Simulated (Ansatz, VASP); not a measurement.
**CdF2: VASP beside Ansatz**

File INCAR:

```
ALGO = Normal
EDIFF = 1E-6
ENCUT = 520
GGA = PE
ISIF = 2
ISMEAR = -1
LASPH = True
LCHARG = False
LREAL = False
LWAVE = False
NBANDS = 20
NELM = 80
PREC = Accurate
SIGMA = 0.05
```

KPOINTS

```
k-points
0
Gamma
  9 9 9
```

File POSCAR:

```
CdF2
1.0
    0.0000000000      2.7294514339      2.7294514339
    2.7294514339      0.0000000000      2.7294514339
    2.7294514339      2.7294514339      0.0000000000
Cd F
1 2
Direct
    0.0000000000      0.0000000000      0.0000000000
    0.7500000000      0.7500000000      0.7500000000
    0.2500000000      0.2500000000      0.2500000000
```

input.yaml

```yaml
crystal:
  lattice:
    - [0.0, 2.7294514339, 2.7294514339]
    - [2.7294514339, 0.0, 2.7294514339]
    - [2.7294514339, 2.7294514339, 0.0]
  atoms:
    - { symbol: Cd, position: [0.0, 0.0, 0.0] }
    - { symbol: F, position: [0.75, 0.75, 0.75] }
    - { symbol: F, position: [0.25, 0.25, 0.25] }
kpoints:
  mp_grid: { grid: [9, 9, 9] }
scf:
  occupations: { method: fermi_dirac, width: 0.05 }
hamiltonian:
  xc: pbe
  pseudopotentials: { kind: all_electron, lapw: { basis_error: 0.001 } }
output:
  forces: true
  stress: true
  eigenvalues: true
```

Change from the starting cell: volume scaled by 1.04.

Alike in both runs: task single point; functional PBE; k mesh 9 × 9 × 9; occupations fermi-dirac, width 0.05 eV; no spin polarisation.

|  | VASP | Ansatz |
| --- | --- | --- |
| version | VASP 6.6.1 | Ansatz 0.2.0 |
| potentials or method | VASP PAW PBE potentials, release 64 (Cd, F), cutoff 520 eV | all-electron LAPW, scalar-relativistic |

Ansatz gave:

```
gap on the k mesh at the Fermi level (eV) : 2.98
least direct gap on the mesh (eV)         : 3.50
pressure (GPa)                            : 1.2
```

Task: Which values does VASP return?

Result: gap on the k mesh at the Fermi level (eV): 2.96; least direct gap on the mesh (eV): 3.47; pressure (GPa): 1.8.

Ansatz ran all-electron here, and VASP with PAW potentials.
